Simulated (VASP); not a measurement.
# TaN (Pm) in VASP: single point with PBEsol

Aim: the single point of TaN with PBEsol.

All numbers are computed with VASP 6.6.1; they aren't measurements. Logs are shortened: lines on timing, memory, paths and dates and some standing lists are left out, and cuts for length are marked.

## Step 1: The cell of the first run

Symmetry: Pm, No. 6, monoclinic system. The conventional cell has a = 5.179 Å, b = 2.896 Å, c = 5.179 Å, α = 90.00°, β = 120.00°, γ = 90.00°. Ta (site symmetry m) has 6 N at 1.91 to 2.39 Å within 2.5 Å. Ta (site symmetry m) has 6 N at 1.96 to 2.43 Å within 2.6 Å. Ta (site symmetry m) has 3 N at 1.72 to 2.37 Å within 2.4 Å. N (site symmetry m) has 5 Ta at 1.91 to 2.43 Å within 2.5 Å. Within 2.6 Å of N (site symmetry m) lie 5 Ta at 1.96 to 2.37 Å. Within 2.4 Å of N (site symmetry m) lie 5 Ta at 1.72 to 2.39 Å.

## Step 2: Single point, PBEsol (all Ta atoms moved +0.375 Å, as atom 1 along Cartesian [0 1 0])

Contents of INCAR:

```
SYSTEM = TaN
PREC = Accurate
ENCUT = 520
EDIFF = 1E-6
ISMEAR = 0
SIGMA = 0.15
LREAL = .FALSE.
LASPH = .TRUE.
NELM = 100
ALGO = Fast
ISIF = 2
LWAVE = .FALSE.
LCHARG = .FALSE.
GGA = PS
NBANDS = 33
```

Contents of KPOINTS:

```
regular mesh
0
G
  12 12 16
  0 0 0
```

Contents of POSCAR:

```
TaN
1.0
    5.1789208734      0.0000000000      0.0000000000
   -2.5894604367      4.4850770406      0.0000000000
    0.0000000000      0.0000000000      2.8959972714
Ta N
3 3
Direct
    0.3751386353      0.7502772706      0.5000000000
    0.7084719686      0.4169439373      0.5000000000
    0.0418053020      0.0836106039      0.0000000000
    0.3933709411      0.0000000000      0.0000000000
    0.6066290589      0.6066290589      0.0000000000
    0.0000000000      0.3933709411      0.0000000000
```

Potentials or basis: VASP PAW PBE potentials, release 64 (Ta_pv, N).

Run with:

```
$ cat potpaw_PBE.64/Ta_pv/POTCAR potpaw_PBE.64/N/POTCAR > POTCAR
$ mpirun -np 1 vasp_std > vasp.out
```

OUTCAR:

```text
SYSTEM = TaN
   PREC = Accurate
   ENCUT = 520
   EDIFF = 1E-6
   ISMEAR = 0
   LREAL = .FALSE.
   LASPH = .TRUE.
   NELM = 100
   ISIF = 2
   GGA = PS

 ion  position               nearest neighbor table
   1  0.375  0.750  0.500-   4 1.91   4 1.91   5 2.23   5 2.23   6 2.39   6 2.39   2 2.99   2 2.99
                             2 2.99   3 3.32   3 3.32   3 3.32   3 3.32   3 3.32   3 3.32
   2  0.708  0.417  0.500-   5 1.96   5 1.96   6 2.14   6 2.14   4 2.43   4 2.43   1 2.99   1 2.99
                             1 2.99   3 3.32   3 3.32   3 3.32   3 3.32   3 3.32   3 3.32
   3  0.042  0.084  0.000-   6 1.72   4 2.07   5 2.37   1 3.32   1 3.32   2 3.32   2 3.32   2 3.32
                             2 3.32   1 3.32   1 3.32   1 3.32   1 3.32   2 3.32   2 3.32
   4  0.393  0.000  0.000-   1 1.91   1 1.91   3 2.07   2 2.43   2 2.43
   5  0.607  0.607  0.000-   2 1.96   2 1.96   1 2.23   1 2.23   3 2.37
   6  0.000  0.393  0.000-   3 1.72   2 2.14   2 2.14   1 2.39   1 2.39

  LATTYP: Found a hexagonal cell.
 ALAT       =     5.1789208734
 C/A-ratio  =     0.5591893258

  Lattice vectors:

 A1 = (   5.1789208734,   0.0000000000,   0.0000000000)
 A2 = (  -2.5894604367,   4.4850770406,   0.0000000000)
 A3 = (   0.0000000000,   0.0000000000,   2.8959972714)

Analysis of symmetry for initial positions (statically):
=====================================================================
 Subroutine PRICEL returns:
 Original cell was already a primitive cell.

 Routine SETGRP: Setting up the symmetry group for a
 hexagonal supercell.

 Subroutine GETGRP returns: Found  2 space group operations
 (whereof  2 operations were pure point group operations)
 out of a pool of 24 trial point group operations.

The static configuration has the point symmetry C_1h.

Analysis of symmetry for dynamics (positions and initial velocities):
=====================================================================
 Subroutine PRICEL returns:
 Original cell was already a primitive cell.

 Routine SETGRP: Setting up the symmetry group for a
 hexagonal supercell.

 Subroutine GETGRP returns: Found  2 space group operations
 (whereof  2 operations were pure point group operations)
 out of a pool of 24 trial point group operations.

The dynamic configuration has the point symmetry C_1h.

 Subroutine INISYM returns: Found  2 space group operations
 (whereof  2 operations are pure point group operations),
 and found     1 'primitive' translations

----------------------------------------------------------------------------------------

                                     Primitive cell

  volume of cell :      67.2678

  direct lattice vectors                    reciprocal lattice vectors
     5.178920873  0.000000000  0.000000000     0.193090419  0.111480805  0.000000000
    -2.589460437  4.485077041  0.000000000     0.000000000  0.222961610  0.000000000
     0.000000000  0.000000000  2.895997271     0.000000000  0.000000000  0.345304193

  length of vectors
     5.178920873  5.178920873  2.895997271     0.222961610  0.222961610  0.345304193

  position of ions in fractional coordinates (direct lattice)
     0.375138635  0.750277271  0.500000000
     0.708471969  0.416943937  0.500000000
     0.041805302  0.083610604  0.000000000
     0.393370941  0.000000000  0.000000000
     0.606629059  0.606629059  0.000000000
     0.000000000  0.393370941  0.000000000

  ion indices of the primitive-cell ions
   primitive index   ion index
                 1           1
                 2           2
                 3           3
                 4           4
                 5           5
                 6           6

----------------------------------------------------------------------------------------

 KPOINTS: regular mesh

Automatic generation of k-mesh.
 Grid dimensions read from file:
 generate k-points for:   12   12   16

 Generating k-lattice:

  Cartesian coordinates                     Fractional coordinates (reciprocal lattice)
     0.016090868  0.009290067  0.000000000     0.083333333 -0.000000000  0.000000000
     0.000000000  0.018580134  0.000000000     0.000000000  0.083333333  0.000000000
     0.000000000  0.000000000  0.021581512     0.000000000  0.000000000  0.062500000

  Length of vectors
     0.018580134  0.018580134  0.021581512

  Shift w.r.t. Gamma in fractional coordinates (k-lattice)
     0.000000000  0.000000000  0.000000000

 Subroutine IBZKPT returns following result:
 ===========================================

 Found    666 irreducible k-points:

 Following reciprocal coordinates:
            Coordinates               Weight
  0.000000  0.000000  0.000000      1.000000
  0.083333  0.000000  0.000000      2.000000
  0.000000  0.083333  0.000000      2.000000
 -0.083333  0.083333  0.000000      2.000000
  0.166667  0.000000  0.000000      2.000000
  0.000000  0.166667  0.000000      2.000000
[... 16 lines left out ...]
  0.166667  0.083333  0.000000      2.000000
 -0.083333  0.250000  0.000000      2.000000
 [... further k-points ...]
   k-points           NKPTS =    666   k-points in BZ     NKDIM =    666   number of bands    NBANDS=     33
   number of dos      NEDOS =    301   number of ions     NIONS =      6
   total plane-waves  NPLWV =  38400
   dimension x,y,z NGX =    40 NGY =   40 NGZ =   24
   dimension x,y,z NGXF=    80 NGYF=   80 NGZF=   48
   ions per type =               3   3
   NGX,Y,Z   is equivalent  to a cutoff of  12.84, 12.84, 13.78 a.u.
   NGXF,Y,Z  is equivalent  to a cutoff of  25.68, 25.68, 27.55 a.u.
 SYSTEM =  TaN
   PREC   = accura    normal or accurate (medium, high low for compatibility)
   ISTART =      0    job   : 0-new  1-cont  2-samecut
   ICHARG =      2    charge: 1-file 2-atom 10-const
   ISPIN  =      1    spin polarized calculation?
   LNONCOLLINEAR =      F non collinear calculations
   LSORBIT =      F    spin-orbit coupling
   LASPH  =      T    aspherical Exc in radial PAW
   ENCUT  =  520.0 eV  38.22 Ry    6.18 a.u.   9.63  9.63  5.38*2*pi/ulx,y,z
   NELM   =    100;   NELMIN=  2; NELMDL= -5     # of ELM steps
   EDIFF  = 0.1E-05   stopping-criterion for ELM
   LREAL  =      F    real-space projection
   EDIFFG = 0.1E-04   stopping-criterion for IOM
   NSW    =      0    number of steps for IOM
   IBRION =     -1    ionic relax: 0-MD 1-quasi-New 2-CG
   NFREE  =      0    steps in history (QN), initial steepest desc. (CG)
   ISIF   =      2    stress and relaxation
   ISYM   =      2    0-nonsym 1-usesym 2-fastsym
   POTIM  = 0.5000    time-step for ionic-motion
   TEBEG  =    0.0;   TEEND  =   0.0 temperature during run
   PSTRESS=    0.0 pullay stress
   NELECT =      48.0000    total number of electrons
   NUPDOWN=      -1.0000    fix difference up-down
   EMIN   =  10.00;   EMAX   =-10.00  energy-range for DOS
   EFERMI =   0.00;   METHOD = LEGACY
   ISMEAR =     0;   SIGMA  =   0.15  broadening in eV -4-tet -1-fermi 0-gaus
   EFERMI_NEDOS =   21; number of points for ismear=-14 and -15
   IALGO  =     68    algorithm
   IMIX   =      4    mixing-type and parameters
     AMIX     =   0.40;   BMIX     =  1.00
     AMIX_MAG =   1.60;   BMIX_MAG =  1.00
  volume/ion in A,a.u.               =      11.21        75.66
  Fermi-wavevector in a.u.,A,eV,Ry     =   1.462916  2.764511 29.118154  2.140124
  Thomas-Fermi vector in A             =   2.579073
   LORBIT       =      0    0 simple, 1 ext, 2 COOP (PROOUT), +10 PAW based schemes
   GGA     = PS    functional components
   LHFCALC =     F    Hartree Fock is set to
   AEXX    =    0.0000 exact exchange contribution
   IVDW    =     0    specifies the selected vdW correction
   LEPSILON=     F    determine dielectric tensor
   LRPA    =     F    only Hartree local field effects (RPA)
 non-spin polarized calculation
 RMM-DIIS sequential band-by-band and
 Gauss-broadening in eV      SIGMA  =   0.15
  energy-cutoff  :      520.00
  volume of cell :       67.27
 maximum number of plane-waves:      1840
   NGX = 19   NGY = 19   NGZ = 11

 number of electron      48.0000000 magnetization

 Free energy of the ion-electron system (eV)
  ---------------------------------------------------
  ext. energy  EPLUGINS =         0.00000000
  ---------------------------------------------------
  free energy    TOTEN  =       -67.63146685 eV

  energy without entropy =      -67.62270057  energy(sigma->0) =      -67.62708371

 E-fermi :   8.2792     XC(G=0): -13.1835

 val. band max:        8.2751435362   @ k =   0.1667   0.0000   0.1250
 cond. band min:       8.2855066317   @ k =   0.0833   0.0833   0.0625
 fundamental gap:      0.0103630955
 Fermi energy:         8.2791796028

 k-point     1 :       0.0000    0.0000    0.0000
  band No.  band energies     occupation
      1     -27.9090      2.00000
      2     -27.8047      2.00000
      3     -27.6351      2.00000
      4     -27.3846      2.00000
      5     -27.3436      2.00000
      6     -27.2884      2.00000
[... 25 lines left out ...]
     32      11.4616      0.00000
     33      11.8531      0.00000

 k-point     2 :       0.0833    0.0000    0.0000
  band No.  band energies     occupation
      1     -27.9277      2.00000
      2     -27.7899      2.00000
      3     -27.6256      2.00000
      4     -27.3788      2.00000
      5     -27.3420      2.00000
      6     -27.2917      2.00000
[... 25 lines left out ...]
     32      11.3409      0.00000
     33      11.9782      0.00000

 k-point     3 :       0.0000    0.0833    0.0000
  band No.  band energies     occupation
      1     -27.9094      2.00000
      2     -27.8178      2.00000
      3     -27.6123      2.00000
      4     -27.3781      2.00000
      5     -27.3418      2.00000
      6     -27.3007      2.00000
[... 25 lines left out ...]
     32      11.4763      0.00000
     33      12.8411      0.00000

 k-point     4 :      -0.0833    0.0833    0.0000
  band No.  band energies     occupation
      1     -27.9227      2.00000
      2     -27.7927      2.00000
      3     -27.6230      2.00000
      4     -27.3785      2.00000
      5     -27.3416      2.00000
      6     -27.3029      2.00000
[... 25 lines left out ...]
     32      11.4797      0.00000
     33      12.8075      0.00000

 k-point     5 :       0.1667    0.0000    0.0000
  band No.  band energies     occupation
      1     -27.9639      2.00000
      2     -27.7623      2.00000
      3     -27.5977      2.00000
      4     -27.3685      2.00000
      5     -27.3375      2.00000
      6     -27.3008      2.00000
[... 604 lines left out ...]
 k-point    22 :      -0.1667    0.0833    0.0000
  band No.  band energies     occupation
      1     -27.9530      2.00000
      2     -27.7601      2.00000
      3     -27.6118      2.00000
      4     -27.3741      2.00000
      5     -27.3384      2.00000
      6     -27.3078      2.00000
[... 25 lines left out ...]
     32      11.4965      0.00000
     33      12.8025      0.00000

 k-point    23 :       0.1667    0.0833    0.0000
  band No.  band energies     occupation
      1     -27.9656      2.00000
      2     -27.7899      2.00000
      3     -27.5470      2.00000
      4     -27.3641      2.00000
      5     -27.3333      2.00000
      6     -27.3133      2.00000
[... 25 lines left out ...]
     32      11.7813      0.00000
     33      12.1636      0.00000

 k-point    24 :      -0.0833    0.2500    0.0000
  band No.  band energies     occupation
      1     -27.9259      2.00000
      2     -27.8178      2.00000
      3     -27.5293      2.00000
      4     -27.3968      2.00000
      5     -27.3426      2.00000
      6     -27.3312      2.00000
[... 25 lines left out ...]
     32      11.7936      0.00000
     33      12.2234      0.00000

 [... further k-points ...]

------------------------ aborting loop because EDIFF is reached ----------------------------------------

  FORCE on cell =-STRESS in cart. coord.  units (eV):
  Direction    XX          YY          ZZ          XY          YZ          ZX
  --------------------------------------------------------------------------------------
  -------------------------------------------------------------------------------------
  Total        9.5428164     11.5695938     12.3511360    -12.0115805      0.0000000      0.0000000
  in kB      227.2897336    275.5632918    294.1779744   -286.0904816      0.0000000      0.0000000
  external PRESSURE =     265.6769999 kB  Pullay stress =       0.0000000 kB

 VOLUME and BASIS-vectors are now :
 -----------------------------------------------------------------------------
  energy-cutoff  :      520.00
  volume of cell :       67.27
      direct lattice vectors                 reciprocal lattice vectors
     5.178920873  0.000000000  0.000000000     0.193090419  0.111480805  0.000000000
    -2.589460437  4.485077041  0.000000000     0.000000000  0.222961610  0.000000000
     0.000000000  0.000000000  2.895997271     0.000000000  0.000000000  0.345304193

 POSITION                                       TOTAL-FORCE (eV/Angst)
 -----------------------------------------------------------------------------------
     -0.00000      3.36505      1.44800         1.458043     -6.153688      0.000000
      2.58946      1.87003      1.44800         0.690666     -4.571448      0.000000
      0.00000      0.37500      0.00000         3.783818     -9.240643      0.000000
      2.03724      0.00000      0.00000        -0.692614      5.811389      0.000000
      1.57084      2.72078      0.00000        -1.430429      4.683967      0.000000
     -1.01862      1.76430      0.00000        -3.809484      9.470424      0.000000
 -----------------------------------------------------------------------------------
    total drift:                                0.000128     -0.000173     -0.000000

  FREE ENERGIE OF THE ION-ELECTRON SYSTEM (eV)
  ---------------------------------------------------
  free  energy   TOTEN  =       -67.6314668512 eV

  energy  without entropy=      -67.6227005668  energy(sigma->0) =      -67.62708371
```

Wall time 29 min (1 thread of Oxide Virtual Turin-like, shared host); peak memory 1.1 GiB.

Results:

| Property | Result |
| --- | --- |
| Free energy | -67.6315 eV |
| Pressure | 26.6 GPa |
| Largest force | 10.208 eV/Å |
| Band gap on the k mesh | zero (bands 24 and 25 overlap by 1.34 eV) |

Forces on the atoms (eV/Å):
```
Ta   1.458 -6.154  0.000
Ta   0.691 -4.571  0.000
Ta   3.784 -9.241  0.000
N   -0.693  5.811  0.000
N   -1.430  4.684  0.000
N   -3.809  9.470  0.000
```

Stress tensor (GPa, compression positive):
```
 22.73 -28.61   0.00
-28.61  27.56   0.00
  0.00   0.00  29.42
```

Caveat: the cell differs from its parent crystal (all Ta atoms moved +0.375 Å, as atom 1 along Cartesian [0 1 0]); the stress differs along the axes, from 23 to 29 GPa; the PAW data sets were made with another functional, which shifts forces and pressure a little; spin-orbit coupling is left out, which moves the levels of the heavy elements.
